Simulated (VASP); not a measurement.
# AlGaN (P-6m2) in VASP: further runs, part 2 of 3

VASP 6.6.1. Earlier steps stand in the parts before.

### 4 Single point, PBE

This run uses another cell than the first one, of 18.70 Å³/atom.

INCAR reads:

```
SYSTEM = AlGaN
PREC = Accurate ; ENCUT = 520
EDIFF = 1E-7 ; ISMEAR = 0
SIGMA = 0.1 ; LREAL = .FALSE.
LASPH = .TRUE. ; NELM = 100
ALGO = Normal ; ISIF = 2
LWAVE = .FALSE. ; LCHARG = .TRUE.
GGA = PE ; LELF = .TRUE.
LVHAR = .TRUE. ; NBANDS = 18
```

KPOINTS reads:

```
Automatic mesh
0
G
  12 12 14
  0 0 0
```

POSCAR reads:

```
AlGaN
1.0
    3.1854624584      0.0000000000      0.0000000000
   -1.5927312292      2.7586914117      0.0000000000
    0.0000000000      0.0000000000      6.3847856303
Al Ga N
1 1 1
Direct
    0.0000000000      0.0000000000      0.5000000000
    0.3333333333      0.6666666667      0.0000000000
    0.6666666667      0.3333333333      0.0000000000
```

Potentials or basis: VASP PAW PBE potentials, release 64 (Al, Ga_d, N).

Started as:

```console
cat potpaw_PBE.64/Al/POTCAR potpaw_PBE.64/Ga_d/POTCAR potpaw_PBE.64/N/POTCAR > POTCAR
mpirun -np 1 vasp_std > vasp.out
```

OUTCAR:

```text
SYSTEM = AlGaN
   PREC = Accurate
   ENCUT = 520
   EDIFF = 1E-7
   ISMEAR = 0
   LREAL = .FALSE.
   LASPH = .TRUE.
   NELM = 100
   ISIF = 2
   GGA = PE

 ion  position               nearest neighbor table
   1  0.000  0.000  0.500-
   2  0.333  0.667  0.000-   3 1.84   3 1.84   3 1.84
   3  0.667  0.333  0.000-   2 1.84   2 1.84   2 1.84

  LATTYP: Found a hexagonal cell.
 ALAT       =     3.1854624584
 C/A-ratio  =     2.0043512406

  Lattice vectors:

 A1 = (   3.1854624584,   0.0000000000,   0.0000000000)
 A2 = (  -1.5927312292,   2.7586914117,   0.0000000000)
 A3 = (   0.0000000000,   0.0000000000,   6.3847856303)

Analysis of symmetry for initial positions (statically):
=====================================================================
 Subroutine PRICEL returns:
 Original cell was already a primitive cell.

 Routine SETGRP: Setting up the symmetry group for a
 hexagonal supercell.

 Subroutine GETGRP returns: Found 12 space group operations
 (whereof 12 operations were pure point group operations)
 out of a pool of 24 trial point group operations.

The static configuration has the point symmetry D_3h.

Analysis of symmetry for dynamics (positions and initial velocities):
=====================================================================
 Subroutine PRICEL returns:
 Original cell was already a primitive cell.

 Routine SETGRP: Setting up the symmetry group for a
 hexagonal supercell.

 Subroutine GETGRP returns: Found 12 space group operations
 (whereof 12 operations were pure point group operations)
 out of a pool of 24 trial point group operations.

The dynamic configuration has the point symmetry D_3h.

 Subroutine INISYM returns: Found 12 space group operations
 (whereof 12 operations are pure point group operations),
 and found     1 'primitive' translations

[... 113 lines left out ...]
   IALGO  =     38    algorithm
   IMIX   =      4    mixing-type and parameters
     AMIX     =   0.40;   BMIX     =  1.00
     AMIX_MAG =   1.60;   BMIX_MAG =  1.00
  volume/ion in A,a.u.               =      18.70       126.21
  Fermi-wavevector in a.u.,A,eV,Ry     =   1.179797  2.229493 18.938234  1.391921
  Thomas-Fermi vector in A             =   2.316101
   LORBIT       =      0    0 simple, 1 ext, 2 COOP (PROOUT), +10 PAW based schemes
   GGA     = PE    functional components
   LHFCALC =     F    Hartree Fock is set to
   AEXX    =    0.0000 exact exchange contribution
   IVDW    =     0    specifies the selected vdW correction
   LEPSILON=     F    determine dielectric tensor
   LRPA    =     F    only Hartree local field effects (RPA)
 non-spin polarized calculation
 Gauss-broadening in eV      SIGMA  =   0.10
  energy-cutoff  :      520.00
  volume of cell :       56.11
 maximum number of plane-waves:      1527
 NGX is ok and might be reduce to    24
   NGX = 11   NGY = 11   NGZ = 23

 number of electron      20.9999991 magnetization

 Free energy of the ion-electron system (eV)
  ---------------------------------------------------
  ext. energy  EPLUGINS =         0.00000000
  ---------------------------------------------------
  free energy    TOTEN  =       -14.15362974 eV

  energy without entropy =      -14.15200182  energy(sigma->0) =      -14.15281578

 E-fermi :   4.3286     XC(G=0):  -9.4074

 val. band max:        4.3168966813   @ k =   0.0833   0.0833   0.2143
 cond. band min:       4.3413327075   @ k =   0.3333   0.3333   0.3571
 fundamental gap:      0.0244360262
 Fermi energy:         4.3285589212

 k-point     1 :       0.0000    0.0000    0.0000
  band No.  band energies     occupation
      1     -13.0862      2.00000
      2     -10.9857      2.00000
      3     -10.9857      2.00000
      4     -10.6862      2.00000
      5     -10.6862      2.00000
      6     -10.0771      2.00000
[... 481 lines left out ...]
      5     -10.7014      2.00000
      6      -9.4333      2.00000
[... 10 lines left out ...]
     17      12.7643      0.00000
     18      13.2976      0.00000

 [... further k-points ...]

------------------------ aborting loop because EDIFF is reached ----------------------------------------

  FORCE on cell =-STRESS in cart. coord.  units (eV):
  Direction    XX          YY          ZZ          XY          YZ          ZX
  --------------------------------------------------------------------------------------
  -------------------------------------------------------------------------------------
  Total       -0.0809442     -0.0809442     -0.0143785      0.0000000     -0.0000000      0.0000000
  in kB       -2.3113970     -2.3113970     -0.4105833      0.0000000     -0.0000000      0.0000000
  external PRESSURE =      -1.6777925 kB  Pullay stress =       0.0000000 kB

 VOLUME and BASIS-vectors are now :
 -----------------------------------------------------------------------------
  energy-cutoff  :      520.00
  volume of cell :       56.11
      direct lattice vectors                 reciprocal lattice vectors
     3.185462458  0.000000000  0.000000000     0.313926161  0.181245353  0.000000000
    -1.592731229  2.758691412  0.000000000     0.000000000  0.362490707  0.000000000
     0.000000000  0.000000000  6.384785630     0.000000000  0.000000000  0.156622330

 POSITION                                       TOTAL-FORCE (eV/Angst)
 -----------------------------------------------------------------------------------
      0.00000      0.00000      3.19239         0.000000      0.000000      0.000000
     -0.00000      1.83913      0.00000         0.000000      0.000000      0.000000
      1.59273      0.91956      0.00000        -0.000000     -0.000000      0.000000
 -----------------------------------------------------------------------------------
    total drift:                                0.000005     -0.000003     -0.000000

  FREE ENERGIE OF THE ION-ELECTRON SYSTEM (eV)
  ---------------------------------------------------
  free  energy   TOTEN  =       -14.1536297389 eV

  energy  without entropy=      -14.1520018166  energy(sigma->0) =      -14.15281578
```

stdout:

```text
POSCAR found type information on POSCAR AlGaN
 POSCAR found :  3 types and       3 ions
 scaLAPACK will be used
 LDA part: xc-table for (Slater+PW92), standard interpolation
 POSCAR, INCAR and KPOINTS ok, starting setup
 FFT: planning ... GRIDC
 FFT: planning ... GRID_SOFT
 FFT: planning ... GRID
 WAVECAR not read
 entering main loop
```

It took 99 s on 1 thread of AMD EPYC 7R13 (Zen 3), shared host; peak memory 0.26 GiB.

What came out:

```yaml
Free_energy: -14.1536 eV
Pressure: -0.2 GPa
Band_gap_on_the_k_mesh: zero (an odd number of electrons rules out a gap without spin polarisation)
```

Levels at points of the mesh, in eV from the Fermi level:
| k point | band 9 | band 10 | band 11 | band 12 | band 13 | band 14 |
| --- | --- | --- | --- | --- | --- | --- |
| (0.00, 0.00, 0.00) | -2.31 | -2.31 | 0.65 | 0.87 | 7.82 | 8.10 |
| (0.50, 0.00, 0.00) | -2.66 | -2.52 | -1.99 | 0.82 | 3.50 | 4.13 |
| (0.00, 0.00, 0.50) | -2.31 | -2.31 | -1.88 | 2.84 | 5.22 | 8.93 |
| (0.50, 0.00, 0.50) | -3.25 | -2.81 | -1.12 | 2.14 | 2.94 | 3.79 |

### 5 Single point, PBE

This run uses another cell than the first one, of 18.70 Å³/atom.

INCAR reads:

```
SYSTEM = AlGaN
PREC     = Accurate       ! precision mode
ENCUT    = 520            ! plane-wave cutoff, eV
EDIFF    = 1E-6           ! SCF threshold, eV
ISMEAR   = 0              ! smearing method
SIGMA    = 0.1            ! smearing width, eV
LREAL    = .FALSE.        ! projectors in reciprocal space
LASPH    = .TRUE.         ! aspherical terms in the spheres
NELM     = 100            ! most SCF steps
ALGO     = Normal         ! electronic algorithm
ISIF     = 2              ! what is computed and relaxed
LWAVE    = .FALSE.        ! write WAVECAR
LCHARG   = .FALSE.        ! write CHGCAR
GGA      = PE             ! functional
NBANDS   = 18             ! bands
```

KPOINTS reads:

```
regular mesh
0
G
  18 18 8
  0 0 0
```

POSCAR is that of step 4.

Started as:

```console
cat potpaw_PBE.64/Al/POTCAR potpaw_PBE.64/Ga_d/POTCAR potpaw_PBE.64/N/POTCAR > POTCAR
mpirun -np 1 vasp_std > vasp.out
```

Wall time 1.8 min (1 thread of AMD EPYC 7R13 (Zen 3), shared host); peak memory 0.29 GiB.

It converged, with:

| Property | Result |
| --- | --- |
| Free energy | -14.1462 eV |
| Pressure | -0.2 GPa |
| Band gap on the k mesh | zero (an odd number of electrons rules out a gap without spin polarisation) |

Stress tensor (GPa, compression positive):
```
-0.25  0.00  0.00
 0.00 -0.25  0.00
 0.00  0.00 -0.04
```

Levels at points of the mesh, in eV from the Fermi level:
```tsv
k point	band 7	band 8	band 9	band 10	band 11	band 12	band 13	band 14	band 15	band 16
(0.00, 0.00, 0.00)	-7.07	-5.45	-2.31	-2.31	0.63	0.87	7.80	8.10	8.53	8.53
(0.50, 0.00, 0.00)	-8.27	-4.16	-2.66	-2.56	-2.03	0.80	3.50	4.11	5.94	7.10
(0.00, 0.00, 0.50)	-7.63	-3.87	-2.31	-2.31	-1.90	2.83	5.21	8.93	8.93	9.33
(0.50, 0.00, 0.50)	-8.24	-4.16	-3.27	-2.85	-1.15	2.13	2.93	3.78	5.86	5.95
```

### 6 Relaxation of cell and atoms, PBE

INCAR reads:

```
ALGO = Normal
EDIFF = 1E-6
EDIFFG = -0.01
ENCUT = 600
GGA = PE
IBRION = 2
ISIF = 3
ISMEAR = 0
LASPH = T
LCHARG = F
LREAL = F
LWAVE = F
NELM = 80
NSW = 100
PREC = Accurate
SIGMA = 0.1
```

KPOINTS reads:

```
k-points
0
Gamma
  12 12 14
```

POSCAR reads:

```
AlGaN
1.0
    3.6417504200      0.0000000000      0.0000000000
   -1.8208752100      3.1538483700      0.0000000000
    0.0000000000      0.0000000000      3.5223348500
Al Ga N
1 1 1
Direct
    0.0000000000      0.0000000000      0.5000000000
    0.3333333300      0.6666666700      0.0000000000
    0.6666666700      0.3333333300      0.0000000000
```

Potentials or basis: VASP PAW PBE potentials, release 64 (Al, Ga_d, N).

Started as:

```console
cat potpaw_PBE.64/Al/POTCAR potpaw_PBE.64/Ga_d/POTCAR potpaw_PBE.64/N/POTCAR > POTCAR
mpirun -np 1 vasp_std > vasp.out
```

Run time: 14 min. Hardware: 1 thread of AMD EPYC 7R13 (Zen 3), shared host; peak memory 0.25 GiB.

Results (log left out):

```
Free energy                           : -13.8220 eV
Relaxed volume                        : 15.88 Å³/atom
Relaxed cell                          : a = 3.223 Å, b = 3.223 Å, c = 5.297 Å, α = 90.00°, β = 90.00°, γ = 120.00°
Space group after relaxing (to 0.1 Å) : P-6m2 (No. 187)
Energy gained by relaxing             : 322.4 meV/atom
Ionic steps                           : 20
Pressure after relaxing               : 0.0 GPa
Band gap on the k mesh                : zero (an odd number of electrons rules out a gap without spin polarisation)
```

The path:
```csv
step,energy change (eV),largest force (eV/Å),pressure (GPa),volume (Å³)
1,0.0000,0.0000,3.16,40.46
2,-0.0737,0.0000,0.05,42.02
3,-0.1561,0.0000,-5.18,45.44
4,-0.1274,0.0000,-11.90,52.33
5,-0.1713,0.0000,-8.26,48.13
6,-0.1973,0.0000,-8.40,48.34
7,-0.2796,0.0000,-8.74,48.93
8,-0.4656,0.0000,-9.16,49.95
9,-0.7885,0.0000,-8.59,51.38
10,-0.2093,0.0000,-0.13,51.99
11,-0.8351,0.0000,-8.15,51.60
12,-0.8687,0.0000,-7.36,51.82
13,-0.9473,0.0000,-3.50,49.51
14,-0.9662,0.0000,-0.36,47.97
15,-0.9664,0.0000,0.09,47.78
16,-0.9663,0.0000,-0.13,47.86
17,-0.9666,0.0000,-0.11,47.83
18,-0.9671,0.0000,-0.12,47.75
19,-0.9671,0.0000,-0.18,47.74
20,-0.9672,0.0000,0.04,47.65
```

Final structure:
```cif
data_structure
_symmetry_space_group_name_H-M 'P 1'
_symmetry_Int_Tables_number 1
_cell_length_a 3.2228
_cell_length_b 3.2228
_cell_length_c 5.2970
_cell_angle_alpha 90.000
_cell_angle_beta 90.000
_cell_angle_gamma 120.000
_cell_volume 47.65
loop_
_atom_site_label
_atom_site_type_symbol
_atom_site_fract_x
_atom_site_fract_y
_atom_site_fract_z
_atom_site_occupancy
Al1 Al 0.00000 0.00000 0.50000 1
Ga1 Ga 0.33333 0.66667 0.00000 1
N1 N 0.66667 0.33333 0.00000 1
```

Levels at points of the mesh, in eV from the Fermi level:
```
           k point  band 9  band 10  band 11  band 12  band 13  band 14
(0.00, 0.00, 0.00)   -2.80    -2.80     0.96     2.14     7.11     7.11
(0.50, 0.00, 0.00)   -3.16    -2.52    -1.92     0.14     2.99     4.68
(0.00, 0.00, 0.50)   -2.80    -2.57    -1.97     4.20     6.20     7.86
(0.50, 0.00, 0.50)   -4.22    -3.49    -0.26     1.48     3.25     5.33
```

Caveat: the volume moved by over 15 % at a fixed basis, so the end points are rough.

(Part 2 of 3 ends here.)

The gap in the log of VASP goes by the Fermi energy; the results here count the filled bands.